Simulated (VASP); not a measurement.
# WC (P-6m2) in VASP: relaxation of cell and atoms with PBE

Aim: the relaxation of cell and atoms of WC with PBE.

All numbers are computed with VASP 6.6.1; they aren't measurements. Logs are shortened: lines on timing, memory, paths and dates and some standing lists are left out, and cuts for length are marked.

## 1. The cell of the first run

The structure is hexagonal, space group P-6m2 (No. 187). Conventional cell: a = 2.926 Å, b = 2.926 Å, c = 2.842 Å, α = 90.00°, β = 90.00°, γ = 120.00°. Within 2.9 Å of W (site symmetry -6m2) lie 6 C at 2.21 Å and 2 W at 2.84 Å. C (site symmetry -6m2) has 6 W at 2.21 Å and 2 C at 2.84 Å within 2.9 Å.

## 2. Relaxation of cell and atoms, PBE

Input file INCAR:

```
SYSTEM = WC
ALGO = Normal
EDIFF = 1E-6
EDIFFG = -0.01
ENCUT = 600
GGA = PE
IBRION = 2
ISIF = 3
ISMEAR = 0
LASPH = .True.
LCHARG = .False.
LREAL = .False.
LWAVE = .False.
NELM = 80
NSW = 100
PREC = Accurate
SIGMA = 0.1
```

Input file KPOINTS:

```
k-points
0
Gamma
  24 24 20
  0 0 0
```

Input file POSCAR:

```
WC
1.0
    2.9260641909      0.0000000000      0.0000000000
   -1.4630320954      2.5340459224      0.0000000000
    0.0000000000      0.0000000000      2.8416869127
W C
1 1
Direct
    0.0000000000      0.0000000000      0.0000000000
    0.6666666667      0.3333333333      0.5000000000
```

Potentials or basis: VASP PAW PBE potentials, release 64 (W_sv, C).

Command:

```console
> cat potpaw_PBE.64/W_sv/POTCAR potpaw_PBE.64/C/POTCAR > POTCAR
> mpirun -np 1 vasp_std > vasp.out
```

OUTCAR:

```text
SYSTEM = WC
   EDIFF = 1E-6
   EDIFFG = -0.01
   ENCUT = 600
   GGA = PE
   IBRION = 2
   ISIF = 3
   ISMEAR = 0
   LASPH = .True.
   LREAL = .False.
   NELM = 80
   NSW = 100
   PREC = Accurate

 ion  position               nearest neighbor table
   1  0.000  0.000  0.000-   2 2.21   2 2.21   2 2.21   2 2.21   2 2.21   2 2.21
   2  0.667  0.333  0.500-   1 2.21   1 2.21   1 2.21   1 2.21   1 2.21   1 2.21

  LATTYP: Found a hexagonal cell.
 ALAT       =     2.9260641909
 C/A-ratio  =     0.9711635587

  Lattice vectors:

 A1 = (   2.9260641909,   0.0000000000,   0.0000000000)
 A2 = (  -1.4630320954,   2.5340459224,   0.0000000000)
 A3 = (   0.0000000000,   0.0000000000,   2.8416869127)

Analysis of symmetry for initial positions (statically):
=====================================================================
 Subroutine PRICEL returns:
 Original cell was already a primitive cell.

 Routine SETGRP: Setting up the symmetry group for a
 hexagonal supercell.

 Subroutine GETGRP returns: Found 12 space group operations
 (whereof 12 operations were pure point group operations)
 out of a pool of 24 trial point group operations.

The static configuration has the point symmetry D_3h.

Analysis of symmetry for dynamics (positions and initial velocities):
=====================================================================
 Subroutine PRICEL returns:
 Original cell was already a primitive cell.

 Routine SETGRP: Setting up the symmetry group for a
 hexagonal supercell.

 Subroutine GETGRP returns: Found 12 space group operations
 (whereof 12 operations were pure point group operations)
 out of a pool of 24 trial point group operations.

The dynamic configuration has the point symmetry D_3h.

 Subroutine INISYM returns: Found 12 space group operations
 (whereof 12 operations are pure point group operations),
 and found     1 'primitive' translations

----------------------------------------------------------------------------------------

                                     Primitive cell

  volume of cell :      21.0705

  direct lattice vectors                    reciprocal lattice vectors
     2.926064191  0.000000000  0.000000000     0.341756002  0.197312920  0.000000000
    -1.463032095  2.534045922  0.000000000     0.000000000  0.394625840  0.000000000
     0.000000000  0.000000000  2.841686913     0.000000000  0.000000000  0.351903651

  length of vectors
     2.926064191  2.926064191  2.841686913     0.394625840  0.394625840  0.351903651

  position of ions in fractional coordinates (direct lattice)
     0.000000000  0.000000000  0.000000000
     0.666666667  0.333333333  0.500000000

  ion indices of the primitive-cell ions
   primitive index   ion index
                 1           1
                 2           2

----------------------------------------------------------------------------------------

 KPOINTS: k-points

Automatic generation of k-mesh.
 Grid dimensions read from file:
 generate k-points for:   24   24   20

 Generating k-lattice:

  Cartesian coordinates                     Fractional coordinates (reciprocal lattice)
     0.014239833  0.008221372  0.000000000     0.041666667 -0.000000000  0.000000000
     0.000000000  0.016442743  0.000000000     0.000000000  0.041666667  0.000000000
     0.000000000  0.000000000  0.017595183     0.000000000  0.000000000  0.050000000

  Length of vectors
     0.016442743  0.016442743  0.017595183

  Shift w.r.t. Gamma in fractional coordinates (k-lattice)
     0.000000000  0.000000000  0.000000000

 Subroutine IBZKPT returns following result:
 ===========================================

 Found    671 irreducible k-points:

 Following reciprocal coordinates:
            Coordinates               Weight
  0.000000  0.000000  0.000000      1.000000
  0.041667  0.000000  0.000000      6.000000
  0.083333 -0.000000  0.000000      6.000000
  0.125000 -0.000000  0.000000      6.000000
  0.166667 -0.000000  0.000000      6.000000
  0.208333  0.000000  0.000000      6.000000
[... 16 lines left out ...]
  0.416667  0.041667  0.000000     12.000000
  0.458333  0.041667  0.000000     12.000000
 [... further k-points ...]
   k-points           NKPTS =    671   k-points in BZ     NKDIM =    671   number of bands    NBANDS=     13
   number of dos      NEDOS =    301   number of ions     NIONS =      2
   total plane-waves  NPLWV =  13824
   dimension x,y,z NGX =    24 NGY =   24 NGZ =   24
   dimension x,y,z NGXF=    48 NGYF=   48 NGZF=   48
   ions per type =               1   1
   NGX,Y,Z   is equivalent  to a cutoff of  13.64, 13.64, 14.04 a.u.
   NGXF,Y,Z  is equivalent  to a cutoff of  27.27, 27.27, 28.08 a.u.
 SYSTEM =  WC
   PREC   = accura    normal or accurate (medium, high low for compatibility)
   ISTART =      0    job   : 0-new  1-cont  2-samecut
   ICHARG =      2    charge: 1-file 2-atom 10-const
   ISPIN  =      1    spin polarized calculation?
   LNONCOLLINEAR =      F non collinear calculations
   LSORBIT =      F    spin-orbit coupling
   LASPH  =      T    aspherical Exc in radial PAW
   ENCUT  =  600.0 eV  44.10 Ry    6.64 a.u.   5.84  5.84  5.68*2*pi/ulx,y,z
   NELM   =     80;   NELMIN=  2; NELMDL= -5     # of ELM steps
   EDIFF  = 0.1E-05   stopping-criterion for ELM
   LREAL  =      F    real-space projection
   EDIFFG = -.1E-01   stopping-criterion for IOM
   NSW    =    100    number of steps for IOM
   IBRION =      2    ionic relax: 0-MD 1-quasi-New 2-CG
   NFREE  =      1    steps in history (QN), initial steepest desc. (CG)
   ISIF   =      3    stress and relaxation
   ISYM   =      2    0-nonsym 1-usesym 2-fastsym
   POTIM  = 0.5000    time-step for ionic-motion
   TEBEG  =    0.0;   TEEND  =   0.0 temperature during run
   PSTRESS=    0.0 pullay stress
   NELECT =      18.0000    total number of electrons
   NUPDOWN=      -1.0000    fix difference up-down
   EMIN   =  10.00;   EMAX   =-10.00  energy-range for DOS
   EFERMI =   0.00;   METHOD = LEGACY
   ISMEAR =     0;   SIGMA  =   0.10  broadening in eV -4-tet -1-fermi 0-gaus
   EFERMI_NEDOS =   21; number of points for ismear=-14 and -15
   IALGO  =     38    algorithm
   IMIX   =      4    mixing-type and parameters
     AMIX     =   0.40;   BMIX     =  1.00
     AMIX_MAG =   1.60;   BMIX_MAG =  1.00
  volume/ion in A,a.u.               =      10.54        71.10
  Fermi-wavevector in a.u.,A,eV,Ry     =   1.553367  2.935438 32.830176  2.412950
  Thomas-Fermi vector in A             =   2.657608
   LORBIT       =      0    0 simple, 1 ext, 2 COOP (PROOUT), +10 PAW based schemes
   GGA     = PE    functional components
   LHFCALC =     F    Hartree Fock is set to
   AEXX    =    0.0000 exact exchange contribution
   IVDW    =     0    specifies the selected vdW correction
   LEPSILON=     F    determine dielectric tensor
   LRPA    =     F    only Hartree local field effects (RPA)
 conjugate gradient relaxation of ions
 non-spin polarized calculation
 Gauss-broadening in eV      SIGMA  =   0.10
  energy-cutoff  :      600.00
  volume of cell :       21.07
 maximum number of plane-waves:       720
 NGX is ok and might be reduce to    24
   NGX = 11   NGY = 11   NGZ = 11

--------------------------------------- Ionic step        1  -------------------------------------------

 number of electron      18.0000001 magnetization

 Free energy of the ion-electron system (eV)
  ---------------------------------------------------
  ext. energy  EPLUGINS =         0.00000000
  ---------------------------------------------------
  free energy    TOTEN  =       -22.45044984 eV

  energy without entropy =      -22.44906447  energy(sigma->0) =      -22.44975715

------------------------ aborting loop because EDIFF is reached ----------------------------------------

  FORCE on cell =-STRESS in cart. coord.  units (eV):
  Direction    XX          YY          ZZ          XY          YZ          ZX
  --------------------------------------------------------------------------------------
  -------------------------------------------------------------------------------------
  Total       -0.0069777     -0.0069777      0.3042132     -0.0000000      0.0000000      0.0000000
  in kB       -0.5305791     -0.5305791     23.1320462     -0.0000000      0.0000000      0.0000000
  external PRESSURE =       7.3569626 kB  Pullay stress =       0.0000000 kB
[... 129 lines left out ...]
  energy  without entropy=      -22.4494230769  energy(sigma->0) =      -22.45010625

--------------------------------------- Ionic step        5  -------------------------------------------

 number of electron      18.0000000 magnetization

 Free energy of the ion-electron system (eV)
  ---------------------------------------------------
  ext. energy  EPLUGINS =         0.00000000
  ---------------------------------------------------
  free energy    TOTEN  =       -22.45085758 eV

  energy without entropy =      -22.44948243  energy(sigma->0) =      -22.45017000

 E-fermi :  10.8357     XC(G=0): -13.7064

 val. band max:       10.8326579009   @ k =   0.4583   0.0417   0.4000
 cond. band min:      10.8400123763   @ k =   0.2917   0.2500   0.0000
 fundamental gap:      0.0073544754
 Fermi energy:        10.8357350785

 k-point     1 :       0.0000    0.0000    0.0000
  band No.  band energies     occupation
      1     -63.2004      2.00000
      2     -27.1775      2.00000
      3     -27.0867      2.00000
      4     -27.0867      2.00000
      5      -3.4816      2.00000
      6       6.6241      2.00000
      7       7.5661      2.00000
      8       7.5661      2.00000
      9      10.9415      0.13466
     10      13.9997      0.00000
     11      13.9997      0.00000
     12      16.3774      0.00000
     13      16.3774      0.00000
[... 353 lines left out ...]
 k-point    24 :       0.4583    0.0417    0.0000
  band No.  band energies     occupation
      1     -63.1470      2.00000
      2     -27.8404      2.00000
      3     -27.2734      2.00000
      4     -27.0740      2.00000
      5      -0.1916      2.00000
      6       3.9089      2.00000
      7       7.3304      2.00000
      8       7.3428      2.00000
      9      10.3626      2.00000
     10      13.0517      0.00000
     11      15.0964      0.00000
     12      15.5764      0.00000
     13      17.7154      0.00000

 [... further k-points ...]
[... 5 lines left out ...]
  --------------------------------------------------------------------------------------
  -------------------------------------------------------------------------------------
  Total        0.0021754      0.0021754     -0.0009472      0.0000000      0.0000000      0.0000000
  in kB        0.1651625      0.1651625     -0.0719100      0.0000000      0.0000000      0.0000000
  external PRESSURE =       0.0861384 kB  Pullay stress =       0.0000000 kB
[... 17 lines left out ...]
  FREE ENERGIE OF THE ION-ELECTRON SYSTEM (eV)
  ---------------------------------------------------
  free  energy   TOTEN  =       -22.4508575757 eV

  energy  without entropy=      -22.4494824257  energy(sigma->0) =      -22.45017000

 reached required accuracy - stopping structural energy minimisation
```

Run time: 2.3 min. Hardware: 1 thread of Intel Xeon 6975P-C (Granite Rapids), shared host; peak memory 0.36 GiB.

Results:

| Property | Result |
| --- | --- |
| Free energy | -22.4509 eV |
| Relaxed volume | 10.55 Å³/atom |
| Relaxed cell | a = 2.924 Å, b = 2.924 Å, c = 2.849 Å, α = 90.00°, β = 90.00°, γ = 120.00° |
| Space group after relaxing (to 0.05 Å) | P-6m2 (No. 187) |
| Energy gained by relaxing | 0.2 meV/atom |
| Ionic steps | 5 |
| Pressure after relaxing | 0.0 GPa |
| Band gap on the k mesh | zero (band 9 reaches 11.53 eV, above the bottom of band 10 at 10.28 eV) |

Step by step:
```tsv
step	energy change (eV)	largest force (eV/Å)	pressure (GPa)	volume (Å³)
1	0.0000	0.0000	0.74	21.07
2	0.0010	0.0000	-2.24	21.22
3	-0.0004	0.0000	-0.32	21.12
4	-0.0003	0.0000	0.44	21.08
5	-0.0004	0.0000	0.01	21.10
```

Final structure:
```yaml
crystal:
  lattice:
    - [2.92439, 0.00000, 0.00000]
    - [-1.46219, 2.53260, 0.00000]
    - [0.00000, 0.00000, 2.84932]
  atoms:
    - { symbol: W, position: [0.00000, 0.00000, 0.00000] }
    - { symbol: C, position: [0.66667, 0.33333, 0.50000] }
```

Levels at points of the mesh, in eV from the Fermi level:
| k point | band 7 | band 8 | band 9 | band 10 | band 11 | band 12 |
| --- | --- | --- | --- | --- | --- | --- |
| (0.00, 0.00, 0.00) | -3.27 | -3.27 | 0.11 | 3.16 | 3.16 | 5.54 |
| (0.50, 0.00, 0.00) | -3.52 | -3.49 | -0.47 | 2.30 | 4.42 | 4.76 |
| (0.00, 0.00, 0.50) | -1.98 | -1.98 | -0.56 | -0.56 | 3.63 | 4.48 |
| (0.50, 0.00, 0.50) | -4.24 | -4.14 | 0.26 | 4.32 | 5.19 | 6.49 |

Caveat: spin-orbit coupling is left out, which moves the levels of the heavy elements.
